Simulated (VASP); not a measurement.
A run of VASP 6.6.1 is set up as follows.

Contents of INCAR:

```
SYSTEM = Hg
PREC     = Accurate       ! precision mode
ENCUT    = 600            ! plane-wave cutoff, eV
EDIFF    = 1E-6           ! SCF threshold, eV
ISMEAR   = -1             ! smearing method
SIGMA    = 0.1            ! smearing width, eV
LREAL    = .FALSE.        ! projectors in reciprocal space
LASPH    = .TRUE.         ! aspherical terms in the spheres
NELM     = 80             ! most SCF steps
ALGO     = Normal         ! electronic algorithm
ISIF     = 3              ! what is computed and relaxed
LWAVE    = .FALSE.        ! write WAVECAR
LCHARG   = .FALSE.        ! write CHGCAR
GGA      = CA             ! functional
IBRION   = 2              ! ionic algorithm
NSW      = 50             ! ionic steps
EDIFFG   = -0.03          ! ionic threshold
PSTRESS  = 200.0
```

KPOINTS

```
Automatic mesh
0
G
  6 6 6
  0 0 0
```

POSCAR

```
Hg
1.0
    0.0000000000      3.1200000000      3.1200000000
    3.1200000000      0.0000000000      3.1200000000
    3.1200000000      3.1200000000      0.0000000000
Hg
2
Direct
    0.0000000000      0.0000000000      0.0000000000
    0.2500000000      0.2500000000      0.2500000000
```

Potentials or basis: VASP PAW LDA potentials, release 64 (Hg).

Run with:

```sh
$ cat potpaw_LDA.64/Hg/POTCAR > POTCAR
$ mpirun -np 1 vasp_std > vasp.out
```

Problem. Estimate the space group after relaxing (to 0.05 Å).

Solution. Fd-3m (No. 227).

Problem. What does it give for the relaxed volume?

Solution. 25.54 Å³/atom.

Final structure:
```cif
data_structure
_symmetry_space_group_name_H-M 'P 1'
_symmetry_Int_Tables_number 1
_cell_length_a 4.1645
_cell_length_b 4.1645
_cell_length_c 4.1645
_cell_angle_alpha 60.000
_cell_angle_beta 60.000
_cell_angle_gamma 60.000
_cell_volume 51.07
loop_
_atom_site_label
_atom_site_type_symbol
_atom_site_fract_x
_atom_site_fract_y
_atom_site_fract_z
_atom_site_occupancy
Hg1 Hg 0.00000 0.00000 0.00000 1
Hg2 Hg 0.25000 0.25000 0.25000 1
```

Caveat: the cell is relaxed towards a set pressure, so the enthalpy falls and the energy may rise; the volume moved by over 15 % at a fixed basis, so the end points are rough.
